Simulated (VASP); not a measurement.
A run of VASP 6.6.1 is set up as follows.

Contents of INCAR:

```
SYSTEM = Pd
PREC     = Accurate       ! precision mode
ENCUT    = 520            ! plane-wave cutoff, eV
EDIFF    = 1E-6           ! SCF threshold, eV
ISMEAR   = 0              ! smearing method
SIGMA    = 0.1            ! smearing width, eV
LREAL    = .FALSE.        ! projectors in reciprocal space
LASPH    = .TRUE.         ! aspherical terms in the spheres
NELM     = 80             ! most SCF steps
ALGO     = Fast           ! electronic algorithm
ISIF     = 2              ! what is computed and relaxed
LWAVE    = .FALSE.        ! write WAVECAR
LCHARG   = .FALSE.        ! write CHGCAR
GGA      = PE             ! functional
NBANDS   = 11             ! bands
```

File KPOINTS:

```
Automatic mesh
0
G
  18 18 18
  0 0 0
```

The input POSCAR:

```
Pd
1.0
   -1.5852365954      1.5852365954      1.5852365954
    1.5852365954     -1.5852365954      1.5852365954
    1.5852365954      1.5852365954     -1.5852365954
Pd
1
Direct
    0.0000000000      0.0000000000      0.0000000000
```

Potentials or basis: VASP PAW PBE potentials, release 64 (Pd).

Run with:

```bash
$ cat potpaw_PBE.64/Pd/POTCAR > POTCAR
$ mpirun -np 1 vasp_std > vasp.out
```

(1) Estimate the pressure.

(2) Predict the band gap on the k mesh.

## Answers

(1) -4.9 GPa.

(2) zero (band 5 reaches 9.06 eV, above the bottom of band 6 at 7.60 eV).

Caveat: the cell differs from its parent crystal (strained).
